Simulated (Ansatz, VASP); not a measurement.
**One calculation of H4Pb, two programs**

File INCAR:

```
SYSTEM = H4Pb
PREC     = Accurate       ! precision mode
ENCUT    = 520            ! plane-wave cutoff, eV
EDIFF    = 1E-7           ! SCF threshold, eV
ISMEAR   = 0              ! smearing method
SIGMA    = 0.01           ! smearing width, eV
LREAL    = .False.        ! projectors in reciprocal space
LASPH    = .True.         ! aspherical terms in the spheres
NELM     = 150            ! most SCF steps
ALGO     = Normal         ! electronic algorithm
ISIF     = 2              ! what is computed and relaxed
LWAVE    = .False.        ! write WAVECAR
LCHARG   = .False.        ! write CHGCAR
LNONCOLLINEAR= .True.         ! non-collinear magnetism
MAGMOM   = 0 0 0 0 0 0 0 0 0 0 0 0 0 0 0 ! initial moments
LORBIT   = 11             ! projections on sites
LSORBIT  = .True.         ! spin-orbit coupling
GGA_COMPAT= .False.      
LORBMOM  = .True.       
GGA      = PE             ! functional
NBANDS   = 33             ! bands
```

The input KPOINTS:

```
Automatic mesh
0
Gamma
  1 1 1
  0 0 0
```

POSCAR

```
H4Pb
1.0
   11.8900000000      0.0000000000      0.0000000000
    0.0000000000     11.0800000000      0.0000000000
    0.0000000000      0.0000000000     11.8900000000
Pb H
1 4
Direct
    0.4981816700      0.4984359200      0.5000336400
    0.4963927700      0.4061371800      0.6215979800
    0.4963927700      0.4061371800      0.3784693000
    0.6214735100      0.5880315900      0.5000336400
    0.3784693000      0.5934566800      0.5000336400
```

Input for Ansatz:

```yaml
crystal:
  lattice:
    - [11.89, 0.0, 0.0]
    - [0.0, 11.08, 0.0]
    - [0.0, 0.0, 11.89]
  atoms:
    - { symbol: Pb, position: [0.49818167, 0.49843592, 0.50003364] }
    - { symbol: H, position: [0.49639277, 0.40613718, 0.62159798] }
    - { symbol: H, position: [0.49639277, 0.40613718, 0.3784693] }
    - { symbol: H, position: [0.62147351, 0.58803159, 0.50003364] }
    - { symbol: H, position: [0.3784693, 0.59345668, 0.50003364] }
basis:
  ecutwfc: 420
  ecutrho_ratio: 4
kpoints:
  mp_grid: { grid: [1, 1, 1] }
hamiltonian:
  xc: pbe
scf:
  occupations: { method: gaussian, width: 0.01 }
output:
  forces: true
  eigenvalues: true
  populations: true
  write_density: true
  write_potential: true
  elf: true
  volumetric_format: npy
magnetization:
  noncollinear: true
  spin_orbit: true
```

Alike in both runs: task single point; functional PBE; k mesh 1 × 1 × 1; occupations gaussian, width 0.01 eV; non-collinear spin, spin-orbit coupling.

|  | VASP | Ansatz |
| --- | --- | --- |
| version | VASP 6.6.1 | Ansatz 0.2.0 |
| potentials or method | VASP PAW PBE potentials, release 64 (Pb_d, H), cutoff 520 eV | plane waves, PAW |
| valence electrons in the cell | 18 | 18 |

|  | VASP | Ansatz | Ansatz less VASP |
| --- | --- | --- | --- |
| rms of the force components (eV/Å) | 0.051 | 0.060 | +0.0085 |

Atom by atom the forces differ by 0.008 eV/Å (rms over components). The functional is the same, so the differences come from potentials, cutoffs and numerics. Ansatz's warnings: xc potential rough in thin density.
